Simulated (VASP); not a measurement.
Runs of VASP 6.6.1 on Al2Cu. The structure is that of space group P4/mmm (No. 123), or close to it. The cells are those of the table. 

| task | cell | k mesh | cutoff (eV) | smearing | gap on the mesh (eV) | pressure (GPa) |
| --- | --- | --- | --- | --- | --- | --- |
| single point | a = 4.084, b = 4.084, c = 2.846 Å, 3 atoms | 10 × 10 × 14 | 520 | gaussian 0.1 eV | none | (a) |
| single point | a = 4.084, b = 4.084, c = 2.846 Å, 3 atoms | 8 × 8 × 12 | 520 | gaussian 0.15 eV | none | 0.3 |
| relaxation of cell and atoms | relaxed from a = 4.105, b = 4.105, c = 2.891 Å, 3 atoms | 10 × 10 × 14 | 600 | gaussian 0.1 eV | none | 0.0 |
| single point | a = 4.124, b = 4.124, c = 3.078 Å, 3 atoms | 10 × 10 × 14 | 520 | gaussian 0.1 eV | none | -7.5 |

Alike in all rows: level PBEsol; potentials or basis VASP PAW PBE potentials, release 64 (Al, Cu); no spin polarisation.

Task: Fill in the values left out.

Result: (a) 0.1.

Caveats: the PAW data sets were made with another functional, which shifts forces and pressure a little.

A gap of «none» marks levels without a gap at the run's occupations.
